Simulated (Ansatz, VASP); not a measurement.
Hg: VASP beside Ansatz

INCAR

```
  AGGAC = 1.0
  AGGAX = 1.0
  ALDAC = 0.0
  ALDAX = 1.0
  ALGO = Normal
  EDIFF = 1E-6
  EDIFFG = -0.01
  ENCUT = 600
  GGA = B5
  IBRION = 2
  ISIF = 3
  ISMEAR = -1
  LASPH = T
  LCHARG = F
  LREAL = F
  LWAVE = F
  NELM = 100
  NSW = 80
  PREC = Accurate
  SIGMA = 0.1
```

Contents of KPOINTS:

```
k-points
0
Gamma
  11 11 11
```

The input POSCAR:

```
Hg
1.0
    1.7290008993      0.9982391346      2.2280000000
   -1.7290008993      0.9982391346      2.2280000000
    0.0000000000     -1.9964782693      2.2280000000
Hg
1
Direct
    1.0000000000      0.0000000000      0.0000000000
```

Input for Ansatz:

```yaml
crystal:
  lattice:
    - [1.7290008993, 0.9982391346, 2.228]
    - [-1.7290008993, 0.9982391346, 2.228]
    - [0.0, -1.9964782693, 2.228]
  atoms:
    - { symbol: Hg, position: [1.0, 0.0, 0.0] }
hamiltonian:
  xc: blyp
  pseudopotentials:
    kind: paw
    azcp:
      Hg: "pseudopotentials/Hg.paw.azcp"
basis:
  ecutwfc: 420
  fft_grid_basis: typed
kpoints:
  mp_grid: { grid: [11, 11, 11], shift: [0, 0, 0] }
magnetization:
  spin_polarized: false
scf:
  occupations: { method: fermi_dirac, width: 0.1 }
relax:
  max_steps: 60
  f_tol: 0.01
  cell: {}
```

Alike in both runs: task relaxation of cell and atoms; functional BLYP; k mesh 11 × 11 × 11; occupations fermi-dirac, width 0.1 eV; no spin polarisation.

|  | VASP | Ansatz |
| --- | --- | --- |
| version | VASP 6.6.1 | Ansatz 0.2.0 |
| potentials or method | VASP PAW PBE potentials, release 64 (Hg), cutoff 600 eV | plane waves (420 eV) with PAW, scalar-relativistic |
| valence electrons in the cell | 12 | 20 |

|  | VASP | Ansatz | Ansatz less VASP |
| --- | --- | --- | --- |
| relaxed volume (Å³/atom) | 51.08 | 127.82 | +76.741 |
| relaxed cell length with the largest relative difference (Å) | 3.914 | 5.235 | +1.3210 |

VASP's potentials were made for PBE, not for BLYP. One of these differences is far larger than is usual between the two programs; its cause wasn't traced. VASP's potentials hold 12 valence electrons a cell and Ansatz's 20, so a difference there can come from the potentials and not from the codes.

Neither program's run includes spin-orbit coupling. Noted on VASP's run: the volume moved by over 15 % at a fixed basis, so the end points are rough.
